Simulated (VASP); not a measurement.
# Pb (Fm-3m) in VASP: further runs

Pb is run at these levels: r2SCAN; tasks: single point.

Everything below comes from runs of VASP 6.6.1. Logs are shortened: lines on timing, memory, paths and dates and some standing lists are left out, and cuts for length are marked.

### 1 The cell of the first run

The structure is cubic, space group Fm-3m (No. 225). Conventional cell: a = 4.894 Å, b = 4.894 Å, c = 4.894 Å, α = 90.00°, β = 90.00°, γ = 90.00°. Within 4.5 Å of Pb (site symmetry m-3m) lie 12 Pb at 3.46 Å.

### 2 Single point, r2SCAN (29.30 Å³/atom)

POSCAR reads:

```
Pb
1.0
    0.0000000000      2.4468043767      2.4468043767
    2.4468043767      0.0000000000      2.4468043767
    2.4468043767      2.4468043767      0.0000000000
Pb
1
Direct
    0.0000000000      0.0000000000      0.0000000000
```

INCAR.step1 reads:

```
SYSTEM = Pb
PREC = Accurate ; ENCUT = 520
ISMEAR = 0 ; SIGMA = 0.1
LREAL = .FALSE. ; LASPH = .TRUE.
NELM = 100 ; NBANDS = 13
GGA = PE ; ALGO = Normal
EDIFF = 1E-4 ; LWAVE = .TRUE.
LCHARG = .FALSE.
```

INCAR.step2 reads:

```
SYSTEM = Pb
PREC = Accurate ; ENCUT = 520
EDIFF = 1E-6 ; ISMEAR = 0
SIGMA = 0.1 ; LREAL = .FALSE.
LASPH = .TRUE. ; NELM = 100
ALGO = Normal ; ISIF = 2
LWAVE = .FALSE. ; LCHARG = .FALSE.
METAGGA = R2SCAN ; LMIXTAU = .TRUE.
NBANDS = 13 ; ISTART = 1
```

KPOINTS reads:

```
Automatic mesh
0
G
  14 14 14
  0 0 0
```

Potentials or basis: VASP PAW PBE potentials, release 64 (Pb_d).

Command:

```
cat potpaw_PBE.64/Pb_d/POTCAR > POTCAR
cp INCAR.step1 INCAR
mpirun -np 1 vasp_std > vasp.out
cp INCAR.step2 INCAR
mpirun -np 1 vasp_std > vasp.out
```

OUTCAR:

```text
SYSTEM = Pb
   PREC = Accurate
   ENCUT = 520
   EDIFF = 1E-6
   ISMEAR = 0
   LREAL = .FALSE.
   LASPH = .TRUE.
   NELM = 100
   ISIF = 2
   METAGGA = R2SCAN
   ISTART = 1

 ion  position               nearest neighbor table
   1  0.000  0.000  0.000-

  LATTYP: Found a face centered cubic cell.
 ALAT       =     4.8936087534

  Lattice vectors:

 A1 = (   0.0000000000,   2.4468043767,   2.4468043767)
 A2 = (   2.4468043767,   0.0000000000,   2.4468043767)
 A3 = (   2.4468043767,   2.4468043767,   0.0000000000)

Analysis of symmetry for initial positions (statically):
=====================================================================
 Subroutine PRICEL returns:
 Original cell was already a primitive cell.

 Routine SETGRP: Setting up the symmetry group for a
 face centered cubic supercell.

 Subroutine GETGRP returns: Found 48 space group operations
 (whereof 48 operations were pure point group operations)
 out of a pool of 48 trial point group operations.

The static configuration has the point symmetry O_h .

Analysis of symmetry for dynamics (positions and initial velocities):
=====================================================================
 Subroutine PRICEL returns:
 Original cell was already a primitive cell.

 Routine SETGRP: Setting up the symmetry group for a
 face centered cubic supercell.

 Subroutine GETGRP returns: Found 48 space group operations
 (whereof 48 operations were pure point group operations)
 out of a pool of 48 trial point group operations.

The dynamic configuration has the point symmetry O_h .

 Subroutine INISYM returns: Found 48 space group operations
 (whereof 48 operations are pure point group operations),
 and found     1 'primitive' translations

----------------------------------------------------------------------------------------

                                     Primitive cell

  volume of cell :      29.2973

  direct lattice vectors                    reciprocal lattice vectors
     0.000000000  2.446804377  2.446804377    -0.204348171  0.204348171  0.204348171
     2.446804377  0.000000000  2.446804377     0.204348171 -0.204348171  0.204348171
     2.446804377  2.446804377  0.000000000     0.204348171  0.204348171 -0.204348171

  length of vectors
     3.460303934  3.460303934  3.460303934     0.353941415  0.353941415  0.353941415

  position of ions in fractional coordinates (direct lattice)
     0.000000000  0.000000000  0.000000000

  ion indices of the primitive-cell ions
   primitive index   ion index
                 1           1

----------------------------------------------------------------------------------------

 KPOINTS: Automatic mesh

Automatic generation of k-mesh.
 Grid dimensions read from file:
 generate k-points for:   14   14   14

 Generating k-lattice:

  Cartesian coordinates                     Fractional coordinates (reciprocal lattice)
    -0.014596298  0.014596298  0.014596298     0.071428571  0.000000000  0.000000000
     0.014596298 -0.014596298  0.014596298     0.000000000  0.071428571  0.000000000
     0.014596298  0.014596298 -0.014596298     0.000000000  0.000000000  0.071428571

  Length of vectors
     0.025281530  0.025281530  0.025281530

  Shift w.r.t. Gamma in fractional coordinates (k-lattice)
     0.000000000  0.000000000  0.000000000

 Subroutine IBZKPT returns following result:
 ===========================================

 Found    104 irreducible k-points:

 Following reciprocal coordinates:
            Coordinates               Weight
  0.000000  0.000000  0.000000      1.000000
  0.071429  0.000000  0.000000      8.000000
  0.142857  0.000000  0.000000      8.000000
  0.214286  0.000000  0.000000      8.000000
  0.285714  0.000000  0.000000      8.000000
  0.357143  0.000000  0.000000      8.000000
[... 16 lines left out ...]
  0.214286  0.142857  0.000000     24.000000
  0.285714  0.142857  0.000000     24.000000
 [... further k-points ...]
   k-points           NKPTS =    104   k-points in BZ     NKDIM =    104   number of bands    NBANDS=     13
   number of dos      NEDOS =    301   number of ions     NIONS =      1
   total plane-waves  NPLWV =  21952
   dimension x,y,z NGX =    28 NGY =   28 NGZ =   28
   dimension x,y,z NGXF=    56 NGYF=   56 NGZF=   56
   ions per type =               1
   NGX,Y,Z   is equivalent  to a cutoff of  13.45, 13.45, 13.45 a.u.
   NGXF,Y,Z  is equivalent  to a cutoff of  26.90, 26.90, 26.90 a.u.
 SYSTEM =  Pb
   PREC   = accura    normal or accurate (medium, high low for compatibility)
   ISTART =      1    job   : 0-new  1-cont  2-samecut
   ICHARG =      0    charge: 1-file 2-atom 10-const
   ISPIN  =      1    spin polarized calculation?
   LNONCOLLINEAR =      F non collinear calculations
   LSORBIT =      F    spin-orbit coupling
   LASPH  =      T    aspherical Exc in radial PAW
   ENCUT  =  520.0 eV  38.22 Ry    6.18 a.u.   6.43  6.43  6.43*2*pi/ulx,y,z
   NELM   =    100;   NELMIN=  2; NELMDL=  0     # of ELM steps
   EDIFF  = 0.1E-05   stopping-criterion for ELM
   LREAL  =      F    real-space projection
   EDIFFG = 0.1E-04   stopping-criterion for IOM
   NSW    =      0    number of steps for IOM
   IBRION =     -1    ionic relax: 0-MD 1-quasi-New 2-CG
   NFREE  =      0    steps in history (QN), initial steepest desc. (CG)
   ISIF   =      2    stress and relaxation
   ISYM   =      2    0-nonsym 1-usesym 2-fastsym
   POTIM  = 0.5000    time-step for ionic-motion
   TEBEG  =    0.0;   TEEND  =   0.0 temperature during run
   PSTRESS=    0.0 pullay stress
   NELECT =      14.0000    total number of electrons
   NUPDOWN=      -1.0000    fix difference up-down
   EMIN   =  10.00;   EMAX   =-10.00  energy-range for DOS
   EFERMI =   0.00;   METHOD = LEGACY
   ISMEAR =     0;   SIGMA  =   0.10  broadening in eV -4-tet -1-fermi 0-gaus
   EFERMI_NEDOS =   21; number of points for ismear=-14 and -15
   IALGO  =     38    algorithm
   IMIX   =      4    mixing-type and parameters
     AMIX     =   0.40;   BMIX     =  1.00
     AMIX_MAG =   1.60;   BMIX_MAG =  1.00
  volume/ion in A,a.u.               =      29.30       197.71
  Fermi-wavevector in a.u.,A,eV,Ry     =   1.279897  2.418654 22.288188  1.638136
  Thomas-Fermi vector in A             =   2.412356
   LORBIT       =      0    0 simple, 1 ext, 2 COOP (PROOUT), +10 PAW based schemes
   METAGGA = R2SCAN    functional components
   LHFCALC =     F    Hartree Fock is set to
   AEXX    =    0.0000 exact exchange contribution
   IVDW    =     0    specifies the selected vdW correction
   LEPSILON=     F    determine dielectric tensor
   LRPA    =     F    only Hartree local field effects (RPA)
 non-spin polarized calculation
 Gauss-broadening in eV      SIGMA  =   0.10
  energy-cutoff  :      520.00
  volume of cell :       29.30
 maximum number of plane-waves:       802
 NGX is ok and might be reduce to    28
   NGX = 13   NGY = 13   NGZ = 13

 number of electron      13.9999999 magnetization

 Free energy of the ion-electron system (eV)
  ---------------------------------------------------
  ext. energy  EPLUGINS =         0.00000000
  ---------------------------------------------------
  free energy    TOTEN  =       -56.26591465 eV

  energy without entropy =      -56.26384944  energy(sigma->0) =      -56.26488204

 E-fermi :   7.6848     XC(G=0): -11.1125

 val. band max:        7.6492593619   @ k =  -0.2857   0.2857   0.0714
 cond. band min:       7.7546809103   @ k =   0.3571   0.2143   0.0000
 fundamental gap:      0.1054215484
 Fermi energy:         7.6847843927

 k-point     1 :       0.0000    0.0000    0.0000
  band No.  band energies     occupation
      1     -10.1354      2.00000
      2     -10.1354      2.00000
      3     -10.1354      2.00000
      4      -9.9709      2.00000
      5      -9.9709      2.00000
      6      -4.9283      2.00000
      7      15.6441      0.00000
      8      15.6441      0.00000
      9      15.6441      0.00000
     10      18.0555      0.00000
     11      20.3859      0.00000
     12      20.9886      0.00000
     13      20.9886      0.00000

 k-point     2 :       0.0714    0.0000    0.0000
  band No.  band energies     occupation
      1     -10.1359      2.00000
      2     -10.1267      2.00000
      3     -10.1267      2.00000
      4      -9.9717      2.00000
      5      -9.9717      2.00000
      6      -4.8213      2.00000
      7      14.3954      0.00000
      8      15.5080      0.00000
      9      15.5080      0.00000
     10      17.8277      0.00000
     11      20.8173      0.00000
     12      21.2282      0.00000
     13      21.2282      0.00000

 k-point     3 :       0.1429    0.0000    0.0000
  band No.  band energies     occupation
      1     -10.1382      2.00000
      2     -10.1069      2.00000
      3     -10.1069      2.00000
      4      -9.9687      2.00000
      5      -9.9687      2.00000
      6      -4.4996      2.00000
      7      12.0725      0.00000
      8      15.1627      0.00000
      9      15.1627      0.00000
     10      17.5823      0.00000
     11      21.4490      0.00000
     12      21.7948      0.00000
     13      21.7995      0.00000
[... 305 lines left out ...]
 k-point    23 :       0.2143    0.1429    0.0000
  band No.  band energies     occupation
      1     -10.1844      2.00000
      2     -10.0525      2.00000
      3     -10.0435      2.00000
      4     -10.0171      2.00000
      5      -9.9252      2.00000
      6      -3.9645      2.00000
      7      11.2707      0.00000
      8      13.1590      0.00000
      9      13.5522      0.00000
     10      16.8583      0.00000
     11      18.0307      0.00000
     12      22.9204      0.00000
     13      23.8272      0.00000

 k-point    24 :       0.2857    0.1429    0.0000
  band No.  band energies     occupation
      1     -10.1860      2.00000
      2     -10.0686      2.00000
      3     -10.0345      2.00000
      4      -9.9862      2.00000
      5      -9.8892      2.00000
      6      -3.3618      2.00000
      7       9.0528      0.00000
      8      12.7041      0.00000
      9      13.0296      0.00000
     10      16.7192      0.00000
     11      18.4314      0.00000
     12      22.5086      0.00000
     13      23.0799      0.00000

 [... further k-points ...]
[... 5 lines left out ...]
  --------------------------------------------------------------------------------------
  -------------------------------------------------------------------------------------
  Total        0.5814648      0.5814648      0.5814648     -0.0000000      0.0000000      0.0000000
  in kB       31.7984739     31.7984739     31.7984739     -0.0000000      0.0000000      0.0000000
  external PRESSURE =      31.7984739 kB  Pullay stress =       0.0000000 kB

 VOLUME and BASIS-vectors are now :
 -----------------------------------------------------------------------------
  energy-cutoff  :      520.00
  volume of cell :       29.30
      direct lattice vectors                 reciprocal lattice vectors
     0.000000000  2.446804377  2.446804377    -0.204348171  0.204348171  0.204348171
     2.446804377  0.000000000  2.446804377     0.204348171 -0.204348171  0.204348171
     2.446804377  2.446804377  0.000000000     0.204348171  0.204348171 -0.204348171

 POSITION                                       TOTAL-FORCE (eV/Angst)
 -----------------------------------------------------------------------------------
      0.00000      0.00000      0.00000         0.000000      0.000000      0.000000
 -----------------------------------------------------------------------------------
    total drift:                               -0.000000     -0.000000     -0.000000

  FREE ENERGIE OF THE ION-ELECTRON SYSTEM (eV)
  ---------------------------------------------------
  free  energy   TOTEN  =       -56.2659146504 eV

  energy  without entropy=      -56.2638494372  energy(sigma->0) =      -56.26488204
```

It took 4.5 min on 1 thread of Intel Xeon 8259CL, shared host; peak memory 0.19 GiB.

Results:

```
Free energy            : -56.2659 eV
Pressure               : 3.2 GPa
Band gap on the k mesh : zero (bands 7 and 8 overlap by 9.69 eV)
```

Levels at points of the mesh, in eV from the Fermi level:
```tsv
k point	band 4	band 5	band 6	band 7	band 8	band 9	band 10	band 11
(0.00, 0.00, 0.00)	-17.66	-17.66	-12.61	7.96	7.96	7.96	10.37	12.70
(0.50, 0.00, 0.00)	-17.50	-17.50	-8.58	-4.63	5.94	5.94	9.92	10.32
(0.50, 0.50, 0.00)	-17.46	-17.46	-6.98	-3.67	2.10	2.10	5.96	7.07
```

Caveat: the cell stands under pressure; the PAW data sets were made with another functional, which shifts forces and pressure a little; spin-orbit coupling is left out, which moves the levels of the heavy elements.

### 3 Single point, r2SCAN (30.23 Å³/atom)

This run uses another cell than the first one, of 30.23 Å³/atom.

POSCAR reads:

```
Pb
1.0
    0.0000000000      2.4725621051      2.4725621051
    2.4725621051      0.0000000000      2.4725621051
    2.4725621051      2.4725621051      0.0000000000
Pb
1
Direct
    0.0000000000      0.0000000000      0.0000000000
```

INCAR.step1 reads:

```
SYSTEM = Pb
ALGO     = Normal         ! electronic algorithm
EDIFF    = 1E-4           ! SCF threshold, eV
ENCUT    = 520            ! plane-wave cutoff, eV
GGA      = PE             ! functional
ISMEAR   = 0              ! smearing method
LASPH    = .True.         ! aspherical terms in the spheres
LCHARG   = .False.        ! write CHGCAR
LREAL    = .False.        ! projectors in reciprocal space
LWAVE    = .True.         ! write WAVECAR
NBANDS   = 13             ! bands
NELM     = 100            ! most SCF steps
PREC     = Accurate       ! precision mode
SIGMA    = 0.1            ! smearing width, eV
```

INCAR.step2 reads:

```
SYSTEM = Pb
ALGO     = Normal         ! electronic algorithm
EDIFF    = 1E-6           ! SCF threshold, eV
ENCUT    = 520            ! plane-wave cutoff, eV
ISIF     = 2              ! what is computed and relaxed
ISMEAR   = 0              ! smearing method
ISTART   = 1            
LASPH    = .True.         ! aspherical terms in the spheres
LCHARG   = .False.        ! write CHGCAR
LMIXTAU  = .True.       
LREAL    = .False.        ! projectors in reciprocal space
LWAVE    = .False.        ! write WAVECAR
METAGGA  = R2SCAN         ! meta-GGA
NBANDS   = 13             ! bands
NELM     = 100            ! most SCF steps
PREC     = Accurate       ! precision mode
SIGMA    = 0.1            ! smearing width, eV
```

KPOINTS reads:

```
k-points
0
Gamma
  14 14 14
  0 0 0
```

Potentials or basis: VASP PAW PBE potentials, release 64 (Pb_d).

Command:

```
cat potpaw_PBE.64/Pb_d/POTCAR > POTCAR
cp INCAR.step1 INCAR
mpirun -np 1 vasp_std > vasp.out
cp INCAR.step2 INCAR
mpirun -np 1 vasp_std > vasp.out
```

Run time: 4.7 min. Hardware: 1 thread of Intel Xeon 8259CL, shared host; peak memory 0.19 GiB.

Results (log left out):

```yaml
Free_energy: -56.2797 eV
Pressure: 1.4 GPa
Band_gap_on_the_k_mesh: zero (bands 7 and 8 overlap by 9.36 eV)
```

Levels at points of the mesh, in eV from the Fermi level:
```
           k point  band 3  band 4  band 5  band 6  band 7  band 8  band 9  band 10  band 11  band 12
(0.00, 0.00, 0.00)  -17.78  -17.63  -17.63  -12.37    7.71    7.71    7.71    10.37    12.29    13.08
(0.50, 0.00, 0.00)  -17.77  -17.48  -17.48   -8.53   -4.45    5.77    5.77     9.91    10.03    11.77
(0.50, 0.50, 0.00)  -17.49  -17.44  -17.44   -7.02   -3.52    2.08    2.08     5.88     6.98    19.27
```

Caveat: the PAW data sets were made with another functional, which shifts forces and pressure a little; spin-orbit coupling is left out, which moves the levels of the heavy elements.

(Part 1 of 2 ends here.)
